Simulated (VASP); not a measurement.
**Cd2C: single point with PBE**

The system is Cd2C.

```
Cd C
1.0
     3.85716    0.00000    0.00000
    -1.92858    3.34040    0.00000
     0.00000    0.00000    4.65834
Cd C
2 1
Cartesian
  0.0000 2.2269 0.2028
  1.9286 1.1135 0.2028
  0.0000 0.0000 3.5559
```

The cell was generated, and may not be a known phase.

| Property | Result |
| --- | --- |
| Program | VASP 6.6.1 |
| Task | single point |
| Functional | PBE |
| Potentials or basis | VASP PAW PBE potentials, release 64 (Cd_sv_GW, C) |
| Cutoff | 700 eV |
| k mesh | 6 × 6 × 4 |
| Occupations | gaussian, width 0.1 eV |
| Spin | no spin polarisation |
| Dipole correction | no |
| Further INCAR settings | ALGO = Normal; EDIFF = 1e-06; NBANDS = 29 |

```
Pressure               : 37.2 GPa
Largest force          : 1.676 eV/Å
Band gap on the k mesh : zero (bands 22 and 23 overlap by 1.13 eV)
```

Forces in eV/Å, atoms in the order of the input:
```
Cd   0.000  0.000 -0.838
Cd   0.000  0.000 -0.838
C    0.000  0.000  1.676
```

Stress tensor (GPa, compression positive):
```
60.67  0.00  0.00
 0.00 60.67  0.00
 0.00  0.00 -9.85
```

Levels at points of the mesh, in eV from the Fermi level:
```
           k point  band 20  band 21  band 22  band 23  band 24  band 25
(0.00, 0.00, 0.00)    -4.29    -0.77     0.42     0.42     2.94     5.88
(0.50, 0.00, 0.00)    -4.99    -1.82    -1.36     1.02     1.05     5.51
(0.00, 0.00, 0.50)    -5.56     0.47     0.47     0.98     2.03     6.33
(0.50, 0.00, 0.50)    -4.60    -2.83    -1.11    -0.67     2.44     4.69
```

Wall time 34 s on 1 thread of Intel(R) Xeon(R) Platinum 8488C (Sapphire Rapids), on a shared host, peak memory 0.25 GiB.

Caveat: the stress differs along the axes, from -10 to 61 GPa; forces of over 1 eV/Å act on the atoms, so gaps and moduli don't describe the material at rest.
